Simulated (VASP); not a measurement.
Runs of VASP 6.6.1 on Tb. The structure is that of space group P6_3/mmc (No. 194), or close to it. The cells are those of the table. 

```tsv
level	cell	gap on the mesh (eV)	pressure (GPa)	moment (μB)
LDA	a = 3.601, b = 3.601, c = 5.694 Å, angles 90.0, 90.0, 120.0°, 2 atoms	none	-6.1	11.83
PBE	a = 3.601, b = 3.601, c = 5.694 Å, angles 90.0, 90.0, 120.0°, 2 atoms	none	0.6	11.99
LDA	a = 3.672, b = 3.672, c = 5.805 Å, angles 90.0, 90.0, 120.0°, 2 atoms	none	-5.5	11.84
LDA	a = 3.577, b = 3.577, c = 5.655 Å, angles 90.0, 90.0, 120.0°, 2 atoms	none	(a)	11.83
LDA	a = 3.552, b = 3.552, c = 5.617 Å, angles 90.0, 90.0, 120.0°, 2 atoms	none	(b)	11.84
LDA	a = 3.527, b = 3.527, c = 5.577 Å, angles 90.0, 90.0, 120.0°, 2 atoms	none	-3.4	11.82
```

Alike in all rows: task single point; potentials or basis VASP PAW PBE potentials, release 64 (Tb); spin collinear, ferromagnetic start; k mesh 9 × 9 × 5; cutoff (eV) 520; smearing fermi-dirac 0.05 eV.

Question: Estimate the missing entries.

Answer: (a) -4.3; (b) -2.6.

Caveats: the magnetic or orbital state may not be the lowest; spin-orbit coupling is left out, which moves the levels of the heavy elements; the PAW data sets were made with another functional, which shifts forces and pressure a little (some runs).

A k mesh can miss the band edges, and the runs leave out spin-orbit coupling on Tb.

A gap of «none» marks levels without a gap at the run's occupations.
